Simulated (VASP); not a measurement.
# InGaSe: relaxation of cell and atoms with PBE

InGaSe:

```xyz
3
Lattice="4.7652 0.0000 0.0000 -2.3826 4.1268 0.0000 0.0000 0.0000 3.9074" Properties=species:S:1:pos:R:3 pbc="T T T"
In    0.0000    2.7512    1.9537
Ga    2.3826    1.3756    1.9537
Se    0.0000    0.0000    0.0000
```

The cell was generated, and may not be a known phase.

```
Program                : VASP 6.6.1
Task                   : relaxation of cell and atoms
Functional             : PBE
Potentials or basis    : VASP PAW PBE potentials, release 64 (In_d, Ga_d, Se)
Cutoff                 : 500 eV
k mesh                 : 12 × 12 × 12
Occupations            : gaussian, width 0.1 eV
Spin                   : no spin polarisation
Dipole correction      : no
Further INCAR settings : ALGO = Normal; EDIFF = 1e-07; IBRION = 2; EDIFFG = -0.01; NSW = 100; ISIF = 3
```

```
Relaxed volume                        : 25.60 Å³/atom
Relaxed cell                          : a = 4.766 Å, b = 4.766 Å, c = 3.905 Å, α = 90.00°, β = 90.00°, γ = 120.00°
Space group after relaxing (to 0.1 Å) : P-6m2 (No. 187)
Energy gained by relaxing             : 0.0 meV/atom
Ionic steps                           : 2
Pressure after relaxing               : 0.0 GPa
Band gap on the k mesh                : zero (bands 16 and 17 overlap by 0.77 eV)
```

Final structure:
```
In Ga Se
1.0
     4.76572    0.00000    0.00000
    -2.38286    4.12724    0.00000
     0.00000    0.00000    3.90519
In Ga Se
1 1 1
Cartesian
  0.0000 2.7515 1.9526
  2.3829 1.3757 1.9526
  2.3829 4.1272 0.0000
```

Levels at points of the mesh, in eV from the Fermi level:
| k point | band 13 | band 14 | band 15 | band 16 | band 17 | band 18 | band 19 | band 20 |
| --- | --- | --- | --- | --- | --- | --- | --- | --- |
| (0.00, 0.00, 0.00) | -2.01 | -2.01 | -1.42 | -0.40 | 0.04 | 0.04 | 4.20 | 4.61 |
| (0.50, 0.00, 0.00) | -4.60 | -3.28 | -0.66 | 0.26 | 2.26 | 2.51 | 3.04 | 5.62 |
| (0.00, 0.00, 0.50) | -1.28 | -1.28 | -0.88 | -0.79 | 0.99 | 0.99 | 1.05 | 3.71 |
| (0.50, 0.00, 0.50) | -5.09 | -3.61 | -1.57 | -1.36 | -0.51 | 0.78 | 3.83 | 5.48 |

Run time: 5.5 min on 1 thread of Oxide Virtual Turin-like Processor, on a shared host, peak memory 0.32 GiB.

Caveat: spin-orbit coupling is left out, which moves the levels of the heavy elements.
